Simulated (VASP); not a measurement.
# TiO2 (I4_1/amd) in VASP: single point with PBE+U

Aim: the single point of TiO2 with PBE+U.

All numbers are computed with VASP 6.6.1; they aren't measurements. Logs are shortened: lines on timing, memory, paths and dates and some standing lists are left out, and cuts for length are marked.

### Step 1. The cell of the first run

The structure is tetragonal, space group I4_1/amd (No. 141). Conventional cell: a = 3.785 Å, b = 3.785 Å, c = 9.520 Å, α = 90.00°, β = 90.00°, γ = 90.00°. Within 2.6 Å of Ti (site symmetry -4m2) lie 6 O at 1.93 to 2.00 Å. Within 2.6 Å of O (site symmetry 2mm) lie 3 Ti at 1.93 to 2.00 Å and 2 O at 2.49 Å.

### Step 2. Single point, PBE+U, collinear spin

The input, INCAR:

```
ALGO     = Normal         # electronic algorithm
EDIFF    = 1E-7           # SCF threshold, eV
ENCUT    = 520            # plane-wave cutoff, eV
GGA      = PE             # functional
ISIF     = 2              # what is computed and relaxed
ISMEAR   = -1             # smearing method
ISPIN    = 2              # spin polarisation
ISYM     = 0            
LASPH    = T              # aspherical terms in the spheres
LCHARG   = F              # write CHGCAR
LDAU     = T              # DFT+U
LDAUJ    = 0 0          
LDAUL    = 2 -1           # shell
LDAUPRINT= 1            
LDAUTYPE = 2            
LDAUU    = 4.4 0          # U, eV
LMAXMIX  = 4              # l up to which the mixer works
LORBIT   = 11             # projections on sites
LREAL    = F              # projectors in reciprocal space
LWAVE    = F              # write WAVECAR
MAGMOM   = 1 1 0 0 0 0    # initial moments
NBANDS   = 37             # bands
NELM     = 150            # most SCF steps
PREC     = Accurate       # precision mode
SIGMA    = 0.03           # smearing width, eV
```

The input, KPOINTS:

```
k-points
0
Gamma
  5 5 7
```

The input, POSCAR:

```
TiO2
1.0
   -1.8925000000      1.8925000000      4.7598000000
    1.8925000000     -1.8925000000      4.7598000000
    1.8925000000      1.8925000000     -4.7598000000
Ti O
2 4
Direct
    0.0000000000      0.0000000000      0.0000000000
    0.7500000000      0.2500000000      0.5000000000
    0.2101700000      0.2101700000      0.0000000000
    0.9601700000      0.4601700000      0.5000000000
    0.5398300000      0.0398300000      0.5000000000
    0.7898300000      0.7898300000      0.0000000000
```

Potentials or basis: VASP PAW PBE potentials, release 64 (Ti_sv, O).

On the command line:

```
cat potpaw_PBE.64/Ti_sv/POTCAR potpaw_PBE.64/O/POTCAR > POTCAR
mpirun -np 1 vasp_std > vasp.out
```

OUTCAR:

```text
EDIFF = 1E-7
   ENCUT = 520
   GGA = PE
   ISIF = 2
   ISMEAR = -1
   ISPIN = 2
   ISYM = 0
   LASPH = T
   LORBIT = 11
   LREAL = F
   NELM = 150
   PREC = Accurate

 ion  position               nearest neighbor table
   1  0.000  0.000  0.000-   5 1.93   4 1.93   5 1.93   4 1.93   3 2.00   6 2.00
   2  0.750  0.250  0.500-   6 1.93   3 1.93   6 1.93   3 1.93   4 2.00   5 2.00
   3  0.210  0.210  0.000-   2 1.93   2 1.93   1 2.00
   4  0.960  0.460  0.500-   1 1.93   1 1.93   2 2.00
   5  0.540  0.040  0.500-   1 1.93   1 1.93   2 2.00
   6  0.790  0.790  0.000-   2 1.93   2 1.93   1 2.00

IMPORTANT INFORMATION: All symmetrisations will be switched off!
NOSYMM: (Re-)initialisation of all symmetry stuff for point group C_1.

----------------------------------------------------------------------------------------

                                     Primitive cell

  volume of cell :      68.1900

  direct lattice vectors                    reciprocal lattice vectors
    -1.892500000  1.892500000  4.759800000     0.000000000  0.264200793  0.105046431
     1.892500000 -1.892500000  4.759800000     0.264200793  0.000000000  0.105046431
     1.892500000  1.892500000 -4.759800000     0.264200793  0.264200793  0.000000000

  length of vectors
     5.460660083  5.460660083  5.460660083     0.284318152  0.284318152  0.373636344

  position of ions in fractional coordinates (direct lattice)
     0.000000000  0.000000000  0.000000000
     0.750000000  0.250000000  0.500000000
     0.210170000  0.210170000  0.000000000
     0.960170000  0.460170000  0.500000000
     0.539830000  0.039830000  0.500000000
     0.789830000  0.789830000  0.000000000

  ion indices of the primitive-cell ions
   primitive index   ion index
                 1           1
                 2           2
                 3           3
                 4           4
                 5           5
                 6           6

----------------------------------------------------------------------------------------

 KPOINTS: k-points

Automatic generation of k-mesh.
 Grid dimensions read from file:
 generate k-points for:    5    5    7

 Generating k-lattice:

  Cartesian coordinates                     Fractional coordinates (reciprocal lattice)
     0.000000000  0.052840159  0.021009286     0.200000000  0.000000000 -0.000000000
     0.052840159  0.000000000  0.021009286     0.000000000  0.200000000 -0.000000000
     0.037742970  0.037742970  0.000000000     0.000000000  0.000000000  0.142857143

  Length of vectors
     0.056863630  0.056863630  0.053376621

  Shift w.r.t. Gamma in fractional coordinates (k-lattice)
     0.000000000  0.000000000  0.000000000

 -----------------------------------------------------------------------------
|                                                                             |
|           W    W    AA    RRRRR   N    N  II  N    N   GGGG   !!!           |
|           W    W   A  A   R    R  NN   N  II  NN   N  G    G  !!!           |
[... 135 lines left out ...]
  o =  0.0994  v = -0.0000 -0.7099  0.0000  0.7043 -0.0000  0.0000  0.0000  0.0000  0.0000  0.0000      0.0000  0.0000  0.0000  0.0000  0.0000  0.0000  0.0000  0.0000  0.0000  0.0000
  o =  0.0994  v =  0.0000  0.0000  0.0000  0.0000  0.0000 -0.0000  0.6989 -0.0000  0.7152  0.0000      0.0000  0.0000  0.0000  0.0000  0.0000  0.0000  0.0000  0.0000  0.0000  0.0000
  o =  0.0994  v =  0.0000  0.0000  0.0000  0.0000  0.0000 -0.0000  0.7152  0.0000 -0.6989  0.0000      0.0000  0.0000  0.0000  0.0000  0.0000  0.0000  0.0000  0.0000  0.0000  0.0000
  o =  0.1067  v = -1.0000 -0.0000  0.0000 -0.0000  0.0000  0.0000  0.0000  0.0000  0.0000  0.0000      0.0000  0.0000  0.0000  0.0000  0.0000  0.0000  0.0000  0.0000  0.0000  0.0000
  o =  0.1067  v =  0.0000  0.0000  0.0000  0.0000  0.0000 -1.0000 -0.0000  0.0000 -0.0000 -0.0000      0.0000  0.0000  0.0000  0.0000  0.0000  0.0000  0.0000  0.0000  0.0000  0.0000
  o =  0.2473  v =  0.0000  0.0000  0.0000  0.0000  0.0000 -0.0000 -0.0000 -1.0000 -0.0000 -0.0000      0.0000  0.0000  0.0000  0.0000  0.0000  0.0000  0.0000  0.0000  0.0000  0.0000
  o =  0.2473  v = -0.0000 -0.0000 -1.0000 -0.0000  0.0000  0.0000  0.0000  0.0000  0.0000  0.0000      0.0000  0.0000  0.0000  0.0000  0.0000  0.0000  0.0000  0.0000  0.0000  0.0000
  o =  0.2562  v = -0.0000  0.0000 -0.0000 -0.0000 -1.0000  0.0000  0.0000  0.0000  0.0000  0.0000      0.0000  0.0000  0.0000  0.0000  0.0000  0.0000  0.0000  0.0000  0.0000  0.0000
  o =  0.2562  v =  0.0000  0.0000  0.0000  0.0000  0.0000 -0.0000 -0.0000 -0.0000  0.0000  1.0000      0.0000  0.0000  0.0000  0.0000  0.0000  0.0000  0.0000  0.0000  0.0000  0.0000

atom =   2  type =  1  l = 2

 onsite density matrix

spin component  1

  0.1067  0.0000  0.0000  0.0000 -0.0000
  0.0000  0.0994  0.0000 -0.0000 -0.0000
  0.0000  0.0000  0.2473  0.0000 -0.0000
  0.0000 -0.0000  0.0000  0.0994  0.0000
 -0.0000 -0.0000 -0.0000  0.0000  0.2562

spin component  2

  0.1067  0.0000  0.0000  0.0000  0.0000
  0.0000  0.0994  0.0000 -0.0000 -0.0000
  0.0000  0.0000  0.2473  0.0000  0.0000
  0.0000 -0.0000  0.0000  0.0994  0.0000
  0.0000 -0.0000  0.0000  0.0000  0.2562

 occupancies and eigenvectors

  o =  0.0994  v = -0.0000  0.6820 -0.0000  0.7313 -0.0000  0.0000  0.0000  0.0000  0.0000  0.0000      0.0000  0.0000  0.0000  0.0000  0.0000  0.0000  0.0000  0.0000  0.0000  0.0000
  o =  0.0994  v = -0.0000  0.7313 -0.0000 -0.6820  0.0000  0.0000  0.0000  0.0000  0.0000  0.0000      0.0000  0.0000  0.0000  0.0000  0.0000  0.0000  0.0000  0.0000  0.0000  0.0000
  o =  0.0994  v =  0.0000  0.0000  0.0000  0.0000  0.0000 -0.0000  0.7392 -0.0000  0.6735  0.0000      0.0000  0.0000  0.0000  0.0000  0.0000  0.0000  0.0000  0.0000  0.0000  0.0000
  o =  0.0994  v =  0.0000  0.0000  0.0000  0.0000  0.0000 -0.0000 -0.6735 -0.0000  0.7392 -0.0000      0.0000  0.0000  0.0000  0.0000  0.0000  0.0000  0.0000  0.0000  0.0000  0.0000
  o =  0.1067  v = -1.0000 -0.0000  0.0000 -0.0000 -0.0000  0.0000  0.0000  0.0000  0.0000  0.0000      0.0000  0.0000  0.0000  0.0000  0.0000  0.0000  0.0000  0.0000  0.0000  0.0000
  o =  0.1067  v =  0.0000  0.0000  0.0000  0.0000  0.0000 -1.0000 -0.0000  0.0000 -0.0000  0.0000      0.0000  0.0000  0.0000  0.0000  0.0000  0.0000  0.0000  0.0000  0.0000  0.0000
  o =  0.2473  v =  0.0000  0.0000  0.0000  0.0000  0.0000 -0.0000 -0.0000 -1.0000 -0.0000  0.0000      0.0000  0.0000  0.0000  0.0000  0.0000  0.0000  0.0000  0.0000  0.0000  0.0000
  o =  0.2473  v = -0.0000 -0.0000 -1.0000 -0.0000 -0.0000  0.0000  0.0000  0.0000  0.0000  0.0000      0.0000  0.0000  0.0000  0.0000  0.0000  0.0000  0.0000  0.0000  0.0000  0.0000
  o =  0.2562  v = -0.0000 -0.0000 -0.0000  0.0000  1.0000  0.0000  0.0000  0.0000  0.0000  0.0000      0.0000  0.0000  0.0000  0.0000  0.0000  0.0000  0.0000  0.0000  0.0000  0.0000
  o =  0.2562  v =  0.0000  0.0000  0.0000  0.0000  0.0000 -0.0000  0.0000 -0.0000 -0.0000 -1.0000      0.0000  0.0000  0.0000  0.0000  0.0000  0.0000  0.0000  0.0000  0.0000  0.0000

 number of electron      47.9999999 magnetization       0.0000005

 Free energy of the ion-electron system (eV)
  ---------------------------------------------------
  ext. energy  EPLUGINS =         0.00000000
  ---------------------------------------------------
  free energy    TOTEN  =       -47.83962824 eV

  energy without entropy =      -47.83962824  energy(sigma->0) =      -47.83962824

 E-fermi :   4.4064     XC(G=0): -10.7602

 val. band max:        3.7282615973   @ k =   0.0000   0.0000   0.4286
 cond. band min:       6.3765849449   @ k =   0.0000   0.0000   0.0000
 fundamental gap:      2.6483233476
 Fermi energy:         4.4064402154

 spin component 1

 k-point     1 :       0.0000    0.0000    0.0000
  band No.  band energies     occupation
      1     -53.8459      1.00000
      2     -53.7895      1.00000
      3     -30.2357      1.00000
      4     -30.0157      1.00000
      5     -30.0157      1.00000
      6     -29.9493      1.00000
[... 1865 lines left out ...]
     35      14.3856      0.00000
     36      15.0661      0.00000

 [... further k-points ...]

 [bands above 36 left out]

------------------------ aborting loop because EDIFF is reached ----------------------------------------

  FORCE on cell =-STRESS in cart. coord.  units (eV):
  Direction    XX          YY          ZZ          XY          YZ          ZX
  --------------------------------------------------------------------------------------
  -------------------------------------------------------------------------------------
  Total        6.1001714      6.1001614      4.1095645     -0.0000591     -0.0000250     -0.0000255
  in kB      143.3283645    143.3281301     96.5574784     -0.0013875     -0.0005866     -0.0005990
  external PRESSURE =     127.7379910 kB  Pullay stress =       0.0000000 kB

 VOLUME and BASIS-vectors are now :
 -----------------------------------------------------------------------------
  energy-cutoff  :      520.00
  volume of cell :       68.19
      direct lattice vectors                 reciprocal lattice vectors
    -1.892500000  1.892500000  4.759800000     0.000000000  0.264200793  0.105046431
     1.892500000 -1.892500000  4.759800000     0.264200793  0.000000000  0.105046431
     1.892500000  1.892500000 -4.759800000     0.264200793  0.264200793  0.000000000

 POSITION                                       TOTAL-FORCE (eV/Angst)
 -----------------------------------------------------------------------------------
      0.00000      0.00000      0.00000         0.000013     -0.000013      0.000002
      0.00000      1.89250      2.37990        -0.000014      0.000013     -0.000002
      0.00000      0.00000      2.00073         0.000004      0.000002     -0.084201
      0.00000      1.89250      4.38063         0.000002      0.000004     -0.084211
      0.00000      1.89250      0.37917        -0.000004     -0.000002      0.084210
      0.00000      0.00000      7.51887        -0.000002     -0.000004      0.084203
 -----------------------------------------------------------------------------------
    total drift:                               -0.000000      0.000001     -0.000000

  FREE ENERGIE OF THE ION-ELECTRON SYSTEM (eV)
  ---------------------------------------------------
  free  energy   TOTEN  =       -47.8396282444 eV

  energy  without entropy=      -47.8396282444  energy(sigma->0) =      -47.83962824

 total charge

# of ion       s       p       d       tot
------------------------------------------
    1        2.236   6.319   1.590  10.145
    2        2.236   6.319   1.590  10.145
    3        1.570   3.536   0.000   5.106
    4        1.570   3.536   0.000   5.106
    5        1.570   3.536   0.000   5.106
    6        1.570   3.536   0.000   5.106
--------------------------------------------------
tot         10.754  26.782   3.180  40.716

 magnetization (x)

# of ion       s       p       d       tot
------------------------------------------
    1        0.000   0.000   0.000   0.000
    2        0.000   0.000   0.000   0.000
    3       -0.000  -0.000   0.000  -0.000
    4       -0.000  -0.000   0.000  -0.000
    5       -0.000  -0.000   0.000  -0.000
    6       -0.000  -0.000   0.000  -0.000
--------------------------------------------------
tot          0.000  -0.000   0.000  -0.000
```

It took 11 min on 1 thread of Intel Xeon Platinum 8488C (Sapphire Rapids), shared host; peak memory 0.5 GiB.

What came out:

- Free energy: -47.8396 eV
- Pressure: 12.8 GPa
- Largest force: 0.084 eV/Å
- Band gap on the k mesh: 2.65 eV (least direct gap 3.19 eV)
- Net moment: 0.00 μB per cell
- Valence electrons inside the program's atomic spheres: Ti 10.14; O 5.11

Forces on the atoms (eV/Å):
```
Ti   0.000  0.000  0.000
Ti   0.000  0.000  0.000
O    0.000  0.000 -0.084
O    0.000  0.000 -0.084
O    0.000  0.000  0.084
O    0.000  0.000  0.084
```

Stress tensor (GPa, compression positive):
```
14.33  0.00  0.00
 0.00 14.33  0.00
 0.00  0.00  9.66
```

Levels at points of the mesh, in eV from the valence-band top:
Spin up:
```tsv
k point	band 22	band 23	band 24	band 25	band 26	band 27
(0.00, 0.00, 0.00)	-0.82	-0.54	-0.54	2.65	3.43	4.31
```
Spin down:
```csv
k point,band 21,band 22,band 23,band 24,band 25,band 26,band 27,band 28
"(0.00, 0.00, 0.00)",-0.82,-0.82,-0.54,-0.54,2.65,3.43,4.31,4.31
```

Eigenvalues of the final occupation matrices:
| site | spin | trace | eigenvalues |
| --- | --- | --- | --- |
| site 1 d | 1 | 0.81 | 0.10 0.10 0.11 0.25 0.26 |
| site 1 d | 2 | 0.81 | 0.10 0.10 0.11 0.25 0.26 |
| site 2 d | 1 | 0.81 | 0.10 0.10 0.11 0.25 0.26 |
| site 2 d | 2 | 0.81 | 0.10 0.10 0.11 0.25 0.26 |

Caveat: the cell stands under pressure. A k mesh can miss the band edges.
